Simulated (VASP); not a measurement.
A run of VASP 6.6.1 is set up as follows.

Contents of INCAR:

```
PREC     = Accurate       # precision mode
ENCUT    = 600            # plane-wave cutoff, eV
EDIFF    = 1E-7           # SCF threshold, eV
ISMEAR   = -1             # smearing method
SIGMA    = 0.05           # smearing width, eV
LREAL    = F              # projectors in reciprocal space
LASPH    = T              # aspherical terms in the spheres
NELM     = 60             # most SCF steps
ALGO     = Normal         # electronic algorithm
ISIF     = 3              # what is computed and relaxed
LWAVE    = F              # write WAVECAR
LCHARG   = F              # write CHGCAR
GGA      = CA             # functional
IBRION   = 2              # ionic algorithm
NSW      = 100            # ionic steps
EDIFFG   = -0.003         # ionic threshold
```

KPOINTS

```
Automatic mesh
0
Gamma
  9 9 7
```

POSCAR

```
Se
1.0
    4.3662000000      0.0000000000      0.0000000000
   -2.1831000000      3.7812401180      0.0000000000
    0.0000000000      0.0000000000      4.9536000000
Se
3
Direct
    0.2254000000      0.0000000000      0.3333333333
    0.0000000000      0.2254000000      0.6666666667
    0.7746000000      0.7746000000      0.0000000000
```

Potentials or basis: VASP PAW LDA potentials, release 64 (Se).

Launch:

```sh
$ cat potpaw_LDA.64/Se/POTCAR > POTCAR
$ mpirun -np 1 vasp_std > vasp.out
```

Q: What does it give for the relaxed volume?

A: 23.05 Å³/atom.

Q: What does it give for the relaxed cell?

A: a = 3.946 Å, b = 3.946 Å, c = 5.127 Å, α = 90.00°, β = 90.00°, γ = 120.00°.

Q: Estimate the space group after relaxing (to 0.1 Å).

A: P3_121 (No. 152).

The path:
```
step  energy change (eV)  largest force (eV/Å)  pressure (GPa)  volume (Å³)
   1              0.0000                0.2625           -1.07        81.78
   2             -0.0284                0.3231           -0.56        79.64
   3             -0.0834                0.5205            1.69        73.40
   4              0.0928                0.8901           11.40        61.72
   5             -0.0767                0.6538            2.80        71.92
   6             -0.0855                0.6066            2.68        71.63
   7             -0.1078                0.4773            2.35        70.76
   8             -0.1359                0.2641            1.95        69.02
   9             -0.1310                0.0192            2.23        65.53
  10             -0.1433                0.1182            1.95        67.36
  11             -0.1495                0.0711            1.18        68.14
  12             -0.1531                0.0104           -0.05        69.48
  13             -0.1531                0.0041            0.04        69.37
  14             -0.1533                0.0034            0.04        69.35
  15             -0.1536                0.0015            0.03        69.29
  16             -0.1539                0.0022            0.01        69.16
  17             -0.1540                0.0032            0.00        69.13
  18             -0.1540                0.0031            0.00        69.14
  19             -0.1540                0.0019           -0.01        69.14
```

Caveat: the volume moved by over 15 % at a fixed basis, so the end points are rough. LDA usually gives volumes a few per cent too small.
